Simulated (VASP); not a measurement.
Wanted: the native input for a VASP 6.6.1 run.

| Item | Value |
| --- | --- |
| Task | single point |
| Functional | PBE |
| Dispersion | D3(BJ) |
| Potentials or basis | VASP PAW PBE potentials, release 64 (C) |
| Cutoff | 520 eV |
| k mesh | 24 × 24 × 8 |
| Occupations | gaussian, width 0.15 eV |
| Spin | no spin polarisation |
| Dipole correction | no |
| Further INCAR settings | ALGO = Normal; EDIFF = 1e-06; NBANDS = 16 |

The structure of C lies in POSCAR:

```
C
1.0
    2.6621780387      0.0000000000      0.0000000000
   -1.3310890193      2.3055138109      0.0000000000
    0.0000000000      0.0000000000      6.7384326307
C
4
Direct
    0.0000000000      0.0000000000      0.0025000000
    0.0000000000      0.0000000000      0.5025000000
    0.3333333333      0.6666666667      0.0025000000
    0.6666666667      0.3333333333      0.5025000000
```

This cell differs from its parent crystal: strain +0.080 along x and y, +0.000 along z.

These files were run (other wordings do the same):

INCAR

```
PREC = Accurate
ENCUT = 520
EDIFF = 1E-6
ISMEAR = 0
SIGMA = 0.15
LREAL = False
LASPH = True
NELM = 100
ALGO = Normal
ISIF = 2
LWAVE = False
LCHARG = False
GGA = PE
IVDW = 12
NBANDS = 16
```

KPOINTS

```
Automatic mesh
0
Gamma
  24 24 8
```

Potentials or basis: VASP PAW PBE potentials, release 64 (C).

Launch:

```sh
$ cat potpaw_PBE.64/C/POTCAR > POTCAR
$ mpirun -np 1 vasp_std > vasp.out
```

Results of the run:

```
Pressure                   : -45.6 GPa
Band gap on the k mesh     : zero (bands 8 and 9 overlap by 0.03 eV)
Dispersion energy per atom : -0.141 eV
```

Caveat: the cell differs from its parent crystal (strain +0.080 along x and y, +0.000 along z); the stress differs along the axes, from -69 to 1 GPa.

It took 3.5 min on 1 thread of Intel Xeon 8259CL, with other jobs on the host, peak memory 0.27 GiB.
